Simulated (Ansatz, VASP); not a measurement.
**Two plane-wave programs on SiO2**

```
Si O
1.0
     5.27603    0.00000    0.00000
    -2.63802    4.56918    0.00000
     0.00000    0.00000    8.61172
Si O
4 8
Direct
  0.33333 0.66667 0.06244
  0.66667 0.33333 0.56244
  0.33333 0.66667 0.43756
  0.66667 0.33333 0.93756
  0.33333 0.66667 0.25000
  0.66667 0.33333 0.75000
  0.50000 0.00000 0.00000
  0.50000 0.50000 0.50000
  0.00000 0.50000 0.00000
  0.50000 0.00000 0.50000
  0.50000 0.50000 0.00000
  0.00000 0.50000 0.50000
```

Alike in both runs: task single point; functional PBE; k mesh 6 × 6 × 4; occupations gaussian, width 0.02 eV; no spin polarisation.

|  | VASP | Ansatz |
| --- | --- | --- |
| version | VASP 6.6.1 | Ansatz 0.2.0 |
| potentials or method | VASP PAW PBE potentials, release 64 (Si, O), cutoff 520 eV | scalar-relativistic, plane waves, PAW |
| valence electrons in the cell | 64 | 64 |

```tsv
	VASP	Ansatz	Ansatz less VASP
gap on the k mesh at the Fermi level (eV)	5.37	5.37	0.000
least direct gap on the mesh (eV)	5.37	5.37	0.000
```

With one functional, cell and mesh, what is left measures potentials, basis and numerics.
